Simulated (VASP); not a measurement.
Crystal: Se.

```xyz
3
Lattice="4.3662 0.0000 0.0000 -2.1831 3.7812 0.0000 0.0000 0.0000 4.8545" Properties=species:S:1:pos:R:3 pbc="T T T"
Se    1.6910    2.9289    0.0000
Se   -0.4921    0.8523    3.2364
Se    0.9841    0.0000    1.6182
```

Base run:

* Program: VASP 6.6.1
* Functional: PBE
* Potentials or basis: VASP PAW PBE potentials, release 64 (Se)
* Cutoff: 520 eV
* k mesh: 6 × 6 × 5
* Occupations: fermi-dirac, width 0.05 eV
* Spin: no spin polarisation

Its results: band gap on the k mesh 1.27 eV, indirect (least direct gap 1.66 eV); pressure 4.7 GPa; largest force 0.696 eV/Å.

Task: The run is repeated on the same cell with these changes: functional from PBE to PBEsol. What comes out?

Result: Band gap on the k mesh 1.19 eV, indirect (least direct gap 1.61 eV); pressure 2.1 GPa; largest force 0.589 eV/Å.

PBEsol binds more tightly than PBE, so the same cell stands under less pressure.

Caveats: the PAW data sets were made with another functional, which shifts forces and pressure a little (some runs).

A k mesh can miss the band edges.
